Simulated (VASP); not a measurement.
Wanted: the native input for a VASP 6.6.1 run.

* Task: single point
* Functional: PBE
* Dispersion: D3(BJ)
* Potentials or basis: VASP PAW PBE potentials, release 64 (C)
* Cutoff: 520 eV
* k mesh: 18 × 18 × 6
* Occupations: gaussian, width 0.15 eV
* Spin: no spin polarisation
* Dipole correction: no
* Further INCAR settings: ALGO = Normal; EDIFF = 1e-06; NBANDS = 16

The structure of C lies in POSCAR:

```
C
1.0
    2.4649495834     -0.3697424375      0.0000000000
   -1.5526811355      2.3195801770      0.0000000000
    0.0000000000      0.0000000000      6.8980931922
C
4
Direct
    0.0000000000      0.0000000000      0.0025000000
    0.0000000000      0.0000000000      0.5025000000
    0.3333333333      0.6666666667      0.0025000000
    0.6666666667      0.3333333333      0.5025000000
```

This cell differs from its parent crystal: engineering shear strain xy -0.3000, normal strain along z +0.0233.

One way to write it, as run:

INCAR

```
SYSTEM = C
PREC = Accurate
ENCUT = 520
EDIFF = 1E-6
ISMEAR = 0
SIGMA = 0.15
LREAL = .FALSE.
LASPH = .TRUE.
NELM = 60
ALGO = Normal
ISIF = 2
LWAVE = .FALSE.
LCHARG = .FALSE.
GGA = PE
IVDW = 12
NBANDS = 16
```

KPOINTS

```
Automatic mesh
0
G
  18 18 6
  0 0 0
```

Potentials or basis: VASP PAW PBE potentials, release 64 (C).

Command:

```sh
$ cat potpaw_PBE.64/C/POTCAR > POTCAR
$ mpirun -np 1 vasp_std > vasp.out
```

It gave:

```json
{
  "Pressure": "35.0 GPa",
  "Largest force": "5.303 eV/Å",
  "Dispersion energy per atom": "-0.128 eV"
}
```

Caveat: the cell differs from its parent crystal (engineering shear strain xy -0.3000, normal strain along z +0.0233); the stress differs along the axes, from -1 to 54 GPa; forces of over 1 eV/Å act on the atoms, so gaps and moduli don't describe the material at rest.

It took 4.3 min on 1 thread of Intel(R) Xeon(R) 6975P-C (Granite Rapids), on a shared host, peak memory 0.39 GiB.
